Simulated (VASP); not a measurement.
# Cu6HAu2 (P4/mmm) in VASP: single point with PBE

Aim: the single point of Cu6HAu2 with PBE.

Program: VASP 6.6.1. These are calculated values, not measurements. Logs are shortened: lines on timing, memory, paths and dates and some standing lists are left out, and cuts for length are marked.

### 1 The cell of the first run

Symmetry: P4/mmm, No. 123, tetragonal system. Conventional cell: a = 3.817 Å, b = 3.817 Å, c = 7.585 Å, α = 90.00°, β = 90.00°, γ = 90.00°. Cu (site symmetry 4mm) has 1 H at 1.94 Å within 2.6 Å. Cu (site symmetry mmm) has 2 H at 1.91 Å within 2.5 Å. Within 3.5 Å of Cu (site symmetry mmm) lie 8 Cu at 2.66 to 2.70 Å and 4 Au at 2.67 Å. Au (site symmetry 4mm) has 12 Cu at 2.67 to 2.71 Å and 4 H at 3.31 Å within 3.5 Å. H (site symmetry 4/mmm) has 6 Cu at 1.91 to 1.94 Å within 2.5 Å.

### 2 Single point, PBE

Contents of INCAR:

```
SYSTEM = Cu6HAu2
PREC = Accurate
ENCUT = 520
EDIFF = 1E-7
ISMEAR = 0
SIGMA = 0.1
LREAL = .False.
LASPH = .True.
NELM = 60
ALGO = Normal
ISIF = 2
LWAVE = .False.
LCHARG = .False.
GGA = PE
NBANDS = 54
```

Contents of KPOINTS:

```
Automatic mesh
0
Gamma
  4 8 8
  0 0 0
```

Contents of POSCAR:

```
Cu6HAu2
1.0
    7.5851350976      0.0000000000      0.0000000000
    0.0000000000      3.8172344907      0.0000000000
    0.0000000000      0.0000000000      3.8172344907
Cu Au H
6 2 1
Direct
    0.5063136419      0.5000000000      0.5000000000
   -0.0063136419      0.5000000000      0.5000000000
    0.2500000000      0.0000000000      0.5000000000
    0.7500000000      0.0000000000      0.5000000000
    0.2500000000      0.5000000000      0.0000000000
    0.7500000000      0.5000000000      0.0000000000
   -0.0031749957      0.0000000000      0.0000000000
    0.5031749957      0.0000000000      0.0000000000
    0.2500000000      0.5000000000      0.5000000000
```

Potentials or basis: VASP PAW PBE potentials, release 64 (Cu, Au, H).

Run with:

```console
$ cat potpaw_PBE.64/Cu/POTCAR potpaw_PBE.64/Au/POTCAR potpaw_PBE.64/H/POTCAR > POTCAR
$ mpirun -np 1 vasp_std > vasp.out
```

OUTCAR:

```text
SYSTEM = Cu6HAu2
   PREC = Accurate
   ENCUT = 520
   EDIFF = 1E-7
   ISMEAR = 0
   LREAL = .False.
   LASPH = .True.
   NELM = 60
   ISIF = 2
   GGA = PE

 ion  position               nearest neighbor table
   1  0.506  0.500  0.500-   4 2.66   6 2.66   6 2.66   4 2.66   8 2.70   8 2.70   8 2.70   8 2.70
                             3 2.72   5 2.72   3 2.72   5 2.72
   2  0.994  0.500  0.500-   4 2.66   6 2.66   6 2.66   4 2.66   7 2.70   7 2.70   7 2.70   7 2.70
                             3 2.72   5 2.72   3 2.72   5 2.72
   3  0.250  0.000  0.500-   5 2.70   5 2.70   5 2.70   5 2.70   7 2.71   8 2.71   8 2.71   7 2.71
                             1 2.72   2 2.72   1 2.72   2 2.72
   4  0.750  0.000  0.500-   1 2.66   2 2.66   1 2.66   2 2.66   7 2.67   8 2.67   7 2.67   8 2.67
                             6 2.70   6 2.70   6 2.70   6 2.70
   5  0.250  0.500  0.000-   3 2.70   3 2.70   3 2.70   3 2.70   8 2.71   7 2.71   8 2.71   7 2.71
                             1 2.72   1 2.72   2 2.72   2 2.72
   6  0.750  0.500  0.000-   1 2.66   2 2.66   1 2.66   2 2.66   7 2.67   8 2.67   7 2.67   8 2.67
                             4 2.70   4 2.70   4 2.70   4 2.70
   7  0.997  0.000  0.000-   4 2.67   6 2.67   4 2.67   6 2.67   2 2.70   2 2.70   2 2.70   2 2.70
                             5 2.71   5 2.71   3 2.71   3 2.71
   8  0.503  0.000  0.000-   4 2.67   6 2.67   4 2.67   6 2.67   1 2.70   1 2.70   1 2.70   1 2.70
                             5 2.71   5 2.71   3 2.71   3 2.71
   9  0.250  0.500  0.500-

  LATTYP: Found a simple tetragonal cell.
 ALAT       =     3.8172344907
 C/A-ratio  =     1.9870760143

  Lattice vectors:

 A1 = (   0.0000000000,   3.8172344907,   0.0000000000)
 A2 = (   0.0000000000,   0.0000000000,   3.8172344907)
 A3 = (   7.5851350976,   0.0000000000,   0.0000000000)

Analysis of symmetry for initial positions (statically):
=====================================================================
 Subroutine PRICEL returns:
 Original cell was already a primitive cell.

 Routine SETGRP: Setting up the symmetry group for a
 simple tetragonal supercell.

 Subroutine GETGRP returns: Found 16 space group operations
 (whereof  8 operations were pure point group operations)
 out of a pool of 16 trial point group operations.

The static configuration has the point symmetry C_4v.
 The point group associated with its full space group is D_4h.

Analysis of symmetry for dynamics (positions and initial velocities):
=====================================================================
 Subroutine PRICEL returns:
 Original cell was already a primitive cell.

 Routine SETGRP: Setting up the symmetry group for a
 simple tetragonal supercell.

 Subroutine GETGRP returns: Found 16 space group operations
 (whereof  8 operations were pure point group operations)
 out of a pool of 16 trial point group operations.

The dynamic configuration has the point symmetry C_4v.
 The point group associated with its full space group is D_4h.

 Subroutine INISYM returns: Found 16 space group operations
 (whereof  8 operations are pure point group operations),
 and found     1 'primitive' translations

----------------------------------------------------------------------------------------

                                     Primitive cell

  volume of cell :     110.5251

  direct lattice vectors                    reciprocal lattice vectors
     7.585135098  0.000000000  0.000000000     0.131836808  0.000000000  0.000000000
     0.000000000  3.817234491  0.000000000     0.000000000  0.261969759  0.000000000
     0.000000000  0.000000000  3.817234491     0.000000000  0.000000000  0.261969759

  length of vectors
     7.585135098  3.817234491  3.817234491     0.131836808  0.261969759  0.261969759

  position of ions in fractional coordinates (direct lattice)
     0.506313642  0.500000000  0.500000000
     0.993686358  0.500000000  0.500000000
     0.250000000  0.000000000  0.500000000
     0.750000000  0.000000000  0.500000000
     0.250000000  0.500000000  0.000000000
     0.750000000  0.500000000  0.000000000
     0.996825004  0.000000000  0.000000000
     0.503174996  0.000000000  0.000000000
     0.250000000  0.500000000  0.500000000

  ion indices of the primitive-cell ions
   primitive index   ion index
                 1           1
                 2           2
                 3           3
                 4           4
                 5           5
                 6           6
                 7           7
                 8           8
                 9           9

----------------------------------------------------------------------------------------

 KPOINTS: Automatic mesh

Automatic generation of k-mesh.
 Grid dimensions read from file:
 generate k-points for:    4    8    8

 Generating k-lattice:

  Cartesian coordinates                     Fractional coordinates (reciprocal lattice)
     0.032959202  0.000000000  0.000000000     0.250000000  0.000000000  0.000000000
     0.000000000  0.032746220  0.000000000     0.000000000  0.125000000  0.000000000
     0.000000000  0.000000000  0.032746220     0.000000000  0.000000000  0.125000000

  Length of vectors
     0.032959202  0.032746220  0.032746220

  Shift w.r.t. Gamma in fractional coordinates (k-lattice)
     0.000000000  0.000000000  0.000000000

 Subroutine IBZKPT returns following result:
 ===========================================

 Found     45 irreducible k-points:

 Following reciprocal coordinates:
            Coordinates               Weight
  0.000000  0.000000  0.000000      1.000000
  0.250000  0.000000  0.000000      2.000000
  0.500000  0.000000  0.000000      1.000000
  0.000000  0.125000  0.000000      4.000000
  0.250000  0.125000  0.000000      8.000000
  0.500000  0.125000  0.000000      4.000000
[... 16 lines left out ...]
  0.250000  0.375000  0.125000     16.000000
  0.500000  0.375000  0.125000      8.000000
 [... further k-points ...]
   k-points           NKPTS =     45   k-points in BZ     NKDIM =     45   number of bands    NBANDS=     54
   number of dos      NEDOS =    301   number of ions     NIONS =      9
   total plane-waves  NPLWV =  43904
   dimension x,y,z NGX =    56 NGY =   28 NGZ =   28
   dimension x,y,z NGXF=   112 NGYF=   56 NGZF=   56
   ions per type =               6   2   1
   NGX,Y,Z   is equivalent  to a cutoff of  12.27, 12.19, 12.19 a.u.
   NGXF,Y,Z  is equivalent  to a cutoff of  24.55, 24.39, 24.39 a.u.
 SYSTEM =  Cu6HAu2
   PREC   = accura    normal or accurate (medium, high low for compatibility)
   ISTART =      0    job   : 0-new  1-cont  2-samecut
   ICHARG =      2    charge: 1-file 2-atom 10-const
   ISPIN  =      1    spin polarized calculation?
   LNONCOLLINEAR =      F non collinear calculations
   LSORBIT =      F    spin-orbit coupling
   LASPH  =      T    aspherical Exc in radial PAW
   ENCUT  =  520.0 eV  38.22 Ry    6.18 a.u.  14.10  7.10  7.10*2*pi/ulx,y,z
   NELM   =     60;   NELMIN=  2; NELMDL= -5     # of ELM steps
   EDIFF  = 0.1E-06   stopping-criterion for ELM
   LREAL  =      F    real-space projection
   EDIFFG = 0.1E-05   stopping-criterion for IOM
   NSW    =      0    number of steps for IOM
   IBRION =     -1    ionic relax: 0-MD 1-quasi-New 2-CG
   NFREE  =      0    steps in history (QN), initial steepest desc. (CG)
   ISIF   =      2    stress and relaxation
   ISYM   =      2    0-nonsym 1-usesym 2-fastsym
   POTIM  = 0.5000    time-step for ionic-motion
   TEBEG  =    0.0;   TEEND  =   0.0 temperature during run
   PSTRESS=    0.0 pullay stress
   NELECT =      89.0000    total number of electrons
   NUPDOWN=      -1.0000    fix difference up-down
   EMIN   =  10.00;   EMAX   =-10.00  energy-range for DOS
   EFERMI =   0.00;   METHOD = LEGACY
   ISMEAR =     0;   SIGMA  =   0.10  broadening in eV -4-tet -1-fermi 0-gaus
   EFERMI_NEDOS =   21; number of points for ismear=-14 and -15
   IALGO  =     38    algorithm
   IMIX   =      4    mixing-type and parameters
     AMIX     =   0.40;   BMIX     =  1.00
     AMIX_MAG =   1.60;   BMIX_MAG =  1.00
  volume/ion in A,a.u.               =      12.28        82.87
  Fermi-wavevector in a.u.,A,eV,Ry     =   1.523063  2.878172 31.561714  2.319721
  Thomas-Fermi vector in A             =   2.631557
   LORBIT       =      0    0 simple, 1 ext, 2 COOP (PROOUT), +10 PAW based schemes
   GGA     = PE    functional components
   LHFCALC =     F    Hartree Fock is set to
   AEXX    =    0.0000 exact exchange contribution
   IVDW    =     0    specifies the selected vdW correction
   LEPSILON=     F    determine dielectric tensor
   LRPA    =     F    only Hartree local field effects (RPA)
 non-spin polarized calculation
 Gauss-broadening in eV      SIGMA  =   0.10
  energy-cutoff  :      520.00
  volume of cell :      110.53
 maximum number of plane-waves:      2992
   NGX = 29   NGY = 15   NGZ = 15

 number of electron      88.9999824 magnetization

 Free energy of the ion-electron system (eV)
  ---------------------------------------------------
  ext. energy  EPLUGINS =         0.00000000
  ---------------------------------------------------
  free energy    TOTEN  =       -32.18100719 eV

  energy without entropy =      -32.16868309  energy(sigma->0) =      -32.17484514

 E-fermi :   7.9520     XC(G=0): -12.5310

 val. band max:        7.9398528758   @ k =   0.2500   0.0000   0.0000
 cond. band min:       7.9768449108   @ k =   0.5000   0.2500   0.1250
 fundamental gap:      0.0369920349
 Fermi energy:         7.9519976853

 k-point     1 :       0.0000    0.0000    0.0000
  band No.  band energies     occupation
      1      -2.2734      2.00000
      2       0.2410      2.00000
      3       0.6391      2.00000
      4       1.8040      2.00000
      5       1.8063      2.00000
      6       2.3400      2.00000
[... 46 lines left out ...]
     53      14.4044      0.00000
     54      14.8503      0.00000

 k-point     2 :       0.2500    0.0000    0.0000
  band No.  band energies     occupation
      1      -2.1662      2.00000
      2      -0.3667      2.00000
      3       1.1446      2.00000
      4       1.8744      2.00000
      5       1.8913      2.00000
      6       2.2498      2.00000
[... 1246 lines left out ...]
 k-point    24 :       0.5000    0.3750    0.1250
  band No.  band energies     occupation
      1      -0.7746      2.00000
      2       0.7769      2.00000
      3       1.5882      2.00000
      4       2.1636      2.00000
      5       2.4833      2.00000
      6       2.5006      2.00000
[... 46 lines left out ...]
     53      15.4942      0.00000
     54      16.5486      0.00000

 [... further k-points ...]
[... 5 lines left out ...]
  --------------------------------------------------------------------------------------
  -------------------------------------------------------------------------------------
  Total        0.0530324      0.0998710      0.0998710      0.0000000      0.0000000      0.0000000
  in kB        0.7687607      1.4477349      1.4477349      0.0000000      0.0000000      0.0000000
  external PRESSURE =       1.2214102 kB  Pullay stress =       0.0000000 kB

 VOLUME and BASIS-vectors are now :
 -----------------------------------------------------------------------------
  energy-cutoff  :      520.00
  volume of cell :      110.53
      direct lattice vectors                 reciprocal lattice vectors
     7.585135098  0.000000000  0.000000000     0.131836808  0.000000000  0.000000000
     0.000000000  3.817234491  0.000000000     0.000000000  0.261969759  0.000000000
     0.000000000  0.000000000  3.817234491     0.000000000  0.000000000  0.261969759

 POSITION                                       TOTAL-FORCE (eV/Angst)
 -----------------------------------------------------------------------------------
      3.84046      1.90862      1.90862        -0.007574      0.000000      0.000000
      7.53725      1.90862      1.90862         0.007574      0.000000     -0.000000
      1.89628      0.00000      1.90862        -0.000000      0.000000      0.000000
      5.68885      0.00000      1.90862        -0.000000      0.000000      0.000000
      1.89628      1.90862      0.00000        -0.000000     -0.000000      0.000000
      5.68885      1.90862      0.00000        -0.000000      0.000000      0.000000
      7.56105      0.00000      0.00000        -0.006615      0.000000      0.000000
      3.81665      0.00000      0.00000         0.006615      0.000000      0.000000
      1.89628      1.90862      1.90862        -0.000000      0.000000      0.000000
 -----------------------------------------------------------------------------------
    total drift:                                0.000000      0.000000      0.000000

  FREE ENERGIE OF THE ION-ELECTRON SYSTEM (eV)
  ---------------------------------------------------
  free  energy   TOTEN  =       -32.1810071900 eV

  energy  without entropy=      -32.1686830914  energy(sigma->0) =      -32.17484514
```

It took 6.7 min on 1 thread of Oxide Virtual Turin-like, shared host; peak memory 0.31 GiB.

What came out:

```
Free energy   : -32.1810 eV
Pressure      : 0.1 GPa
Largest force : 0.008 eV/Å
```

Forces in eV/Å, atoms in the order of the input:
```
Cu  -0.008  0.000  0.000
Cu   0.008  0.000  0.000
Cu   0.000  0.000  0.000
Cu   0.000  0.000  0.000
Cu   0.000  0.000  0.000
Cu   0.000  0.000  0.000
Au  -0.007  0.000  0.000
Au   0.007  0.000  0.000
H    0.000  0.000  0.000
```

Levels at points of the mesh, in eV from the Fermi level:
| k point | band 42 | band 43 | band 44 | band 45 | band 46 | band 47 |
| --- | --- | --- | --- | --- | --- | --- |
| (0.00, 0.00, 0.00) | -1.53 | -1.53 | 0.92 | 0.92 | 1.08 | 2.69 |
| (0.50, 0.00, 0.00) | -1.55 | -1.55 | -1.54 | 2.47 | 2.47 | 2.74 |
| (0.00, 0.50, 0.00) | -1.53 | -0.79 | -0.77 | -0.64 | -0.61 | 4.73 |
| (0.50, 0.50, 0.00) | -1.74 | -1.72 | -1.72 | 1.04 | 1.82 | 1.93 |
| (0.00, 0.50, 0.50) | -1.07 | -1.05 | -1.05 | -0.80 | -0.80 | -0.63 |
| (0.50, 0.50, 0.50) | -0.98 | -0.98 | -0.71 | -0.71 | -0.71 | -0.63 |

Caveat: spin-orbit coupling is left out, which moves the levels of the heavy elements.
